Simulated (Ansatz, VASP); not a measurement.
# In3GaSbN in VASP and in Ansatz

```xyz
6
Lattice="4.4765 0.0000 0.0000 -2.2382 3.8767 0.0000 0.0000 0.0000 8.4285" Properties=species:S:1:pos:R:3 pbc="T T T"
In    2.2382    1.2922    2.1758
In    2.2382    1.2922    6.2526
In    2.2382    1.2922    0.0000
Ga    2.2382    1.2922    4.2142
Sb    0.0000    0.0000    0.0000
N     0.0000    2.5845    0.0000
```

Alike in both runs: task relaxation of cell and atoms; functional PBE; k mesh 6 × 6 × 2; occupations gaussian, width 0.1 eV; no spin polarisation.

|  | VASP | Ansatz |
| --- | --- | --- |
| version | VASP 6.6.1 | Ansatz 0.2.0 |
| potentials or method | VASP PAW PBE potentials, release 64 (In_d, Ga_d, Sb, N), cutoff 600 eV | scalar-relativistic, plane waves, PAW |
| valence electrons in the cell | 62 | 72 |

```tsv
	VASP	Ansatz	Ansatz less VASP
gap on the k mesh at the Fermi level, each at its own relaxed structure (eV)	none	none	-
relaxed volume (Å³/atom)	36.49	36.93	+0.443
relaxed cell length with the largest relative difference (Å)	11.330	11.434	+0.1047
```

A gap of «none» marks a metal or a gap that the smearing closes. VASP's potentials hold 62 valence electrons a cell and Ansatz's 72, so a difference there can come from the potentials and not from the codes.

The k mesh is coarse, so the values compare programs but aren't converged. Neither program's run includes spin-orbit coupling. Noted on VASP's run: the volume moved by over 15 % at a fixed basis, so the end points are rough.
